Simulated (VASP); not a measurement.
# CuSi16 (a cell with a defect) in VASP: a series of runs, part 2 of 3

VASP 6.6.1. The steps go on from the part before.

### 3 Single point, PBE

File INCAR:

```
PREC = Accurate ; ENCUT = 520
EDIFF = 1E-6 ; ISMEAR = 0
SIGMA = 0.02 ; LREAL = Auto
LASPH = T ; NELM = 100
ALGO = Normal ; ISIF = 2
LWAVE = F ; LCHARG = F
GGA = PE ; NELECT = 74.0
NBANDS = 52
```

File KPOINTS:

```
regular mesh
0
Gamma
  2 2 2
```

File POSCAR:

```
CuSi16
1.0
    0.0000000000      5.4300000000      5.4300000000
    5.4300000000      0.0000000000      5.4300000000
    5.4300000000      5.4300000000      0.0000000000
Si Cu
16 1
Direct
    0.0048020927      0.0048595285     -0.0144633134
    0.1279076657      0.1279969511      0.1111854414
    0.0060867182      0.0061476573      0.4856508939
    0.1292887318      0.1293192018      0.6121827067
   -0.0079208408      0.5002995789      0.0076419047
    0.1281035598      0.6329035445      0.1113099962
    0.0063516404      0.5023984126      0.4857499617
    0.1204173538      0.6303001857      0.6194371041
    0.5002098682     -0.0078282097      0.0076438150
    0.6328627571      0.1281664854      0.1112998440
    0.5023337378      0.0064203754      0.4857373891
    0.6302255289      0.1205074776      0.6194349227
    0.5004562386      0.5005287443      0.0076249751
    0.6121808221      0.6122927510      0.1636867983
    0.4887362083      0.4888004645      0.5351228040
    0.6306446906      0.6307044164      0.6196790153
    0.7364738167      0.7365697047      0.7924799212
```

Potentials or basis: VASP PAW PBE potentials, release 64 (Si, Cu).

The run is started by

```
$ cat potpaw_PBE.64/Si/POTCAR potpaw_PBE.64/Cu/POTCAR > POTCAR
$ mpirun -np 1 vasp_std > vasp.out
```

OUTCAR:

```text
PREC = Accurate
   ENCUT = 520
   EDIFF = 1E-6
   ISMEAR = 0
   LREAL = Auto
   LASPH = T
   NELM = 100
   ISIF = 2
   GGA = PE
   NELECT = 74.0

 ion  position               nearest neighbor table
   1  0.005  0.005  0.986-   2 2.33  10 2.33   6 2.33   4 2.34
   2  0.128  0.128  0.111-   1 2.33   9 2.34   5 2.34   3 2.35
   3  0.006  0.006  0.486-   4 2.34   2 2.35   8 2.36  12 2.36  17 2.94
   4  0.129  0.129  0.612-   3 2.34  11 2.34   7 2.34   1 2.34
   5  0.992  0.500  0.008-   6 2.34   2 2.34  14 2.39   8 2.43  17 2.56
   6  0.128  0.633  0.111-   1 2.33   5 2.34  13 2.34   7 2.35
   7  0.006  0.502  0.486-   4 2.34   6 2.35   8 2.36  16 2.36  17 2.95
   8  0.120  0.630  0.619-  15 2.32   7 2.36   3 2.36  17 2.43   5 2.43
   9  0.500  0.992  0.008-  10 2.34   2 2.34  14 2.39  12 2.43  17 2.56
  10  0.633  0.128  0.111-   1 2.33   9 2.34  13 2.34  11 2.35
  11  0.502  0.006  0.486-   4 2.34  10 2.35  12 2.36  16 2.36  17 2.95
  12  0.630  0.121  0.619-  15 2.32  11 2.36   3 2.36  17 2.43   9 2.43
  13  0.500  0.501  0.008-   6 2.34  10 2.34  14 2.39  16 2.43  17 2.57
  14  0.612  0.612  0.164-  17 2.33  15 2.33  13 2.39   9 2.39   5 2.39
  15  0.489  0.489  0.535-  12 2.32   8 2.32  16 2.32  14 2.33
  16  0.631  0.631  0.620-  15 2.32   7 2.36  11 2.36  17 2.43  13 2.43
  17  0.736  0.737  0.792-  14 2.33  12 2.43   8 2.43  16 2.43   9 2.56   5 2.56  13 2.57   3 2.94
                            11 2.95   7 2.95

  LATTYP: Found a face centered cubic cell.
 ALAT       =    10.8600000000

  Lattice vectors:

 A1 = (   0.0000000000,   5.4300000000,   5.4300000000)
 A2 = (   5.4300000000,   0.0000000000,   5.4300000000)
 A3 = (   5.4300000000,   5.4300000000,   0.0000000000)

Analysis of symmetry for initial positions (statically):
=====================================================================
 Subroutine PRICEL returns:
 Original cell was already a primitive cell.

 Routine SETGRP: Setting up the symmetry group for a
 face centered cubic supercell.

 Subroutine GETGRP returns: Found  1 space group operations
 (whereof  1 operations were pure point group operations)
 out of a pool of 48 trial point group operations.

The static configuration has the point symmetry C_1 .

Analysis of symmetry for dynamics (positions and initial velocities):
=====================================================================
 Subroutine PRICEL returns:
 Original cell was already a primitive cell.

 Routine SETGRP: Setting up the symmetry group for a
 face centered cubic supercell.

 Subroutine GETGRP returns: Found  1 space group operations
 (whereof  1 operations were pure point group operations)
 out of a pool of 48 trial point group operations.

The dynamic configuration has the point symmetry C_1 .

 Subroutine INISYM returns: Found  1 space group operations
 (whereof  1 operations are pure point group operations),
 and found     1 'primitive' translations

----------------------------------------------------------------------------------------

                                     Primitive cell

  volume of cell :     320.2060

  direct lattice vectors                    reciprocal lattice vectors
     0.000000000  5.430000000  5.430000000    -0.092081031  0.092081031  0.092081031
     5.430000000  0.000000000  5.430000000     0.092081031 -0.092081031  0.092081031
     5.430000000  5.430000000  0.000000000     0.092081031  0.092081031 -0.092081031

[... 78 lines left out ...]
   k-points           NKPTS =      8   k-points in BZ     NKDIM =      8   number of bands    NBANDS=     52
   number of dos      NEDOS =    301   number of ions     NIONS =     17
   total plane-waves  NPLWV = 216000
   dimension x,y,z NGX =    60 NGY =   60 NGZ =   60
   dimension x,y,z NGXF=   120 NGYF=  120 NGZF=  120
   ions per type =              16   1
   NGX,Y,Z   is equivalent  to a cutoff of  12.99, 12.99, 12.99 a.u.
   NGXF,Y,Z  is equivalent  to a cutoff of  25.98, 25.98, 25.98 a.u.
 SYSTEM =  unknown system
   PREC   = accura    normal or accurate (medium, high low for compatibility)
   ISTART =      0    job   : 0-new  1-cont  2-samecut
   ICHARG =      2    charge: 1-file 2-atom 10-const
   ISPIN  =      1    spin polarized calculation?
   LNONCOLLINEAR =      F non collinear calculations
   LSORBIT =      F    spin-orbit coupling
   LASPH  =      T    aspherical Exc in radial PAW
   ENCUT  =  520.0 eV  38.22 Ry    6.18 a.u.  14.28 14.28 14.28*2*pi/ulx,y,z
   NELM   =    100;   NELMIN=  2; NELMDL= -5     # of ELM steps
   EDIFF  = 0.1E-05   stopping-criterion for ELM
   LREAL  =      T    real-space projection
   EDIFFG = 0.1E-04   stopping-criterion for IOM
   NSW    =      0    number of steps for IOM
   IBRION =     -1    ionic relax: 0-MD 1-quasi-New 2-CG
   NFREE  =      0    steps in history (QN), initial steepest desc. (CG)
   ISIF   =      2    stress and relaxation
   ISYM   =      2    0-nonsym 1-usesym 2-fastsym
   POTIM  = 0.5000    time-step for ionic-motion
   TEBEG  =    0.0;   TEEND  =   0.0 temperature during run
   PSTRESS=    0.0 pullay stress
   NELECT =      74.0000    total number of electrons
   NUPDOWN=      -1.0000    fix difference up-down
   EMIN   =  10.00;   EMAX   =-10.00  energy-range for DOS
   EFERMI =   0.00;   METHOD = LEGACY
   ISMEAR =     0;   SIGMA  =   0.02  broadening in eV -4-tet -1-fermi 0-gaus
   EFERMI_NEDOS =   21; number of points for ismear=-14 and -15
   IALGO  =     38    algorithm
   IMIX   =      4    mixing-type and parameters
     AMIX     =   0.40;   BMIX     =  1.00
     AMIX_MAG =   1.60;   BMIX_MAG =  1.00
  volume/ion in A,a.u.               =      18.84       127.11
  Fermi-wavevector in a.u.,A,eV,Ry     =   1.004636  1.898488 13.732283  1.009294
  Thomas-Fermi vector in A             =   2.137265
   LORBIT       =      0    0 simple, 1 ext, 2 COOP (PROOUT), +10 PAW based schemes
   GGA     = PE    functional components
   LHFCALC =     F    Hartree Fock is set to
   AEXX    =    0.0000 exact exchange contribution
   IVDW    =     0    specifies the selected vdW correction
   LEPSILON=     F    determine dielectric tensor
   LRPA    =     F    only Hartree local field effects (RPA)
 non-spin polarized calculation
 Gauss-broadening in eV      SIGMA  =   0.02
  energy-cutoff  :      520.00
  volume of cell :      320.21
 maximum number of plane-waves:      8646
 NGX is ok and might be reduce to    60
   NGX = 29   NGY = 29   NGZ = 29

 number of electron      74.0000003 magnetization

 Free energy of the ion-electron system (eV)
  ---------------------------------------------------
  ext. energy  EPLUGINS =         0.00000000
  ---------------------------------------------------
  free energy    TOTEN  =       -94.22059877 eV

  energy without entropy =      -94.22059877  energy(sigma->0) =      -94.22059877

 E-fermi :   6.2896     XC(G=0):  -9.6083

 val. band max:        6.1968022298   @ k =   0.0000   0.0000   0.0000
 cond. band min:       6.5593401035   @ k =   0.0000   0.0000   0.0000
 fundamental gap:      0.3625378737
 Fermi energy:         6.2895984575

 k-point     1 :       0.0000    0.0000    0.0000
  band No.  band energies     occupation
      1      -5.8946      2.00000
      2      -3.5495      2.00000
      3      -3.5043      2.00000
      4      -3.4713      2.00000
      5      -3.4710      2.00000
      6      -2.0441      2.00000
[... 405 lines left out ...]
     48      10.5026      0.00000
     49      10.5066      0.00000
 [bands above 49 left out]

------------------------ aborting loop because EDIFF is reached ----------------------------------------

  FORCE on cell =-STRESS in cart. coord.  units (eV):
  Direction    XX          YY          ZZ          XY          YZ          ZX
  --------------------------------------------------------------------------------------
  -------------------------------------------------------------------------------------
  Total       -1.7946994     -1.7965425     -1.8271522      0.2237927     -0.2152458     -0.2165258
  in kB       -8.9799270     -8.9891495     -9.1423077      1.1197654     -1.0770002     -1.0834049
  external PRESSURE =      -9.0371281 kB  Pullay stress =       0.0000000 kB

 VOLUME and BASIS-vectors are now :
 -----------------------------------------------------------------------------
  energy-cutoff  :      520.00
  volume of cell :      320.21
      direct lattice vectors                 reciprocal lattice vectors
     0.000000000  5.430000000  5.430000000    -0.092081031  0.092081031  0.092081031
     5.430000000  0.000000000  5.430000000     0.092081031 -0.092081031  0.092081031
     5.430000000  5.430000000  0.000000000     0.092081031  0.092081031 -0.092081031

 POSITION                                       TOTAL-FORCE (eV/Angst)
 -----------------------------------------------------------------------------------
      5.37785      5.37754      0.05246         0.001616      0.002527     -0.004036
      1.29876      1.29828      1.38956         0.002468      0.002877      0.001527
      2.67047      2.67014      0.06643         0.000101     -0.000525     -0.004244
      4.02636      4.02619      1.40424         0.001120     -0.001269      0.012144
      2.75812      5.42849      8.10362        -0.002480      0.003177     -0.000087
      4.04108      1.30002      4.13227         0.000776     -0.000831      0.001128
[... 9 lines left out ...]
      6.78958      6.78926      6.84913        -0.003202     -0.003361     -0.006424
      8.30274      8.30222      7.99863        -0.007781     -0.008009      0.007516
 -----------------------------------------------------------------------------------
    total drift:                                0.002171      0.003582     -0.005654

  FREE ENERGIE OF THE ION-ELECTRON SYSTEM (eV)
  ---------------------------------------------------
  free  energy   TOTEN  =       -94.2205987705 eV

  energy  without entropy=      -94.2205987705  energy(sigma->0) =      -94.22059877
```

Wall time 7.4 min (1 thread of Intel Xeon Platinum 8124M at 3.00GHz (Skylake/Cascade Lake), shared host); peak memory 0.49 GiB.

Results:

```
Free energy   : -94.2206 eV
Largest force : 0.013 eV/Å
```

Forces in eV/Å, atoms in the order of the input:
```
Si   0.002  0.003 -0.004
Si   0.002  0.003  0.002
Si   0.000 -0.001 -0.004
Si   0.001 -0.001  0.012
Si  -0.002  0.003  0.000
Si   0.001 -0.001  0.001
Si  -0.006  0.005 -0.008
Si   0.000  0.009  0.004
Si   0.004 -0.003  0.001
Si   0.000 -0.001  0.001
Si   0.004 -0.004 -0.006
Si   0.007  0.000  0.003
Si  -0.005 -0.005 -0.007
Si   0.007  0.008  0.002
Si  -0.004 -0.006  0.003
Si  -0.003 -0.003 -0.006
Cu  -0.008 -0.008  0.008
```

Caveat: the k points lie up to 0.50 Å⁻¹ apart; the cell carries a net charge on a neutralising background, which shifts energy and pressure; the cell is charged against a uniform background, so pressure and absolute levels hang on convention.

### 4 Single point, PBE

File INCAR:

```
SYSTEM = CuSi16
PREC = Accurate
ENCUT = 520
EDIFF = 1E-7
ISMEAR = 0
SIGMA = 0.02
LREAL = Auto
LASPH = .TRUE.
NELM = 80
ALGO = Normal
ISIF = 2
LWAVE = .FALSE.
LCHARG = .FALSE.
GGA = PE
NBANDS = 52
NELECT = 74.0
```

File KPOINTS:

```
Automatic mesh
0
G
  2 2 2
  0 0 0
```

File POSCAR:

```
CuSi16
1.0
    0.0000000000      5.4300000000      5.4300000000
    5.4300000000      0.0000000000      5.4300000000
    5.4300000000      5.4300000000      0.0000000000
Si Cu
16 1
Direct
   -0.0069653775      0.0059167587      0.0071583794
    0.1229455801      0.1390126151      0.1197505525
   -0.0046242173      0.0062453959      0.4953814917
    0.1365483425      0.0898080110      0.6387895948
   -0.0076077348      0.5136896869     -0.0026922652
    0.1236456722      0.6179745856      0.1340904236
    0.0122199816      0.4614698895      0.5136988029
    0.1252938306      0.6172161142      0.6250179558
    0.4956936464      0.0129008287     -0.0052623389
    0.6178049724      0.1394193370      0.1189232044
    0.5047255985      0.0056701657      0.4943438306
    0.6195596685      0.1394795580      0.6216751381
    0.4959255064      0.5139884899     -0.0031162983
    0.6205869245      0.6393524862      0.1187786372
    0.4974517495      0.5141112339      0.4906395948
    0.6328410681      0.6170451197      0.6245594843
    0.8886247698      0.8326418969      0.3928081952
```

The run is started by

```
$ cat potpaw_PBE.64/Si/POTCAR potpaw_PBE.64/Cu/POTCAR > POTCAR
$ mpirun -np 1 vasp_std > vasp.out
```

Wall time 8.2 min (1 thread of Intel Xeon Platinum 8124M at 3.00GHz (Skylake/Cascade Lake), shared host); peak memory 0.49 GiB.

The run converged. Its results:

```
Free energy   : -94.2204 eV
Largest force : 0.035 eV/Å
```

Forces in eV/Å, atoms in the order of the input:
```
Si  -0.031  0.016 -0.003
Si   0.023 -0.017  0.009
Si  -0.019  0.024 -0.009
Si   0.016 -0.020  0.007
Si  -0.016  0.004 -0.003
Si   0.008 -0.002 -0.004
Si  -0.028  0.019  0.003
Si   0.017 -0.007  0.008
Si  -0.017  0.005  0.001
Si   0.017 -0.008  0.004
Si  -0.010  0.011 -0.018
Si   0.016 -0.007  0.000
Si  -0.014  0.007  0.003
Si   0.016 -0.005 -0.002
Si  -0.005  0.014 -0.011
Si   0.024 -0.022  0.004
Cu   0.005 -0.012  0.010
```

Levels at points of the mesh, in eV from the Fermi level:
| k point | band 35 | band 36 | band 37 | band 38 | band 39 | band 40 |
| --- | --- | --- | --- | --- | --- | --- |
| (0.00, 0.00, 0.00) | -0.55 | -0.10 | -0.09 | 0.28 | 0.70 | 0.70 |
| (0.50, 0.00, 0.00) | -0.74 | -0.67 | -0.58 | 0.68 | 1.18 | 1.38 |
| (0.00, 0.50, 0.00) | -0.82 | -0.64 | -0.63 | 0.51 | 1.35 | 1.43 |
| (0.00, 0.00, 0.50) | -0.75 | -0.67 | -0.56 | 0.68 | 1.17 | 1.38 |
| (0.50, 0.50, 0.50) | -0.74 | -0.67 | -0.59 | 0.69 | 1.19 | 1.38 |
| (0.50, 0.50, 0.00) | -1.34 | -1.31 | -0.86 | 0.77 | 1.15 | 2.12 |
| (0.00, 0.50, 0.50) | -1.34 | -1.31 | -0.87 | 0.77 | 1.15 | 2.12 |
| (0.50, 0.00, 0.50) | -1.33 | -1.31 | -0.86 | 0.76 | 1.16 | 2.12 |

Caveat: the k points lie up to 0.50 Å⁻¹ apart; the cell carries a net charge on a neutralising background, which shifts energy and pressure; the cell is charged against a uniform background, so pressure and absolute levels hang on convention.

(Part 2 of 3 ends here.)
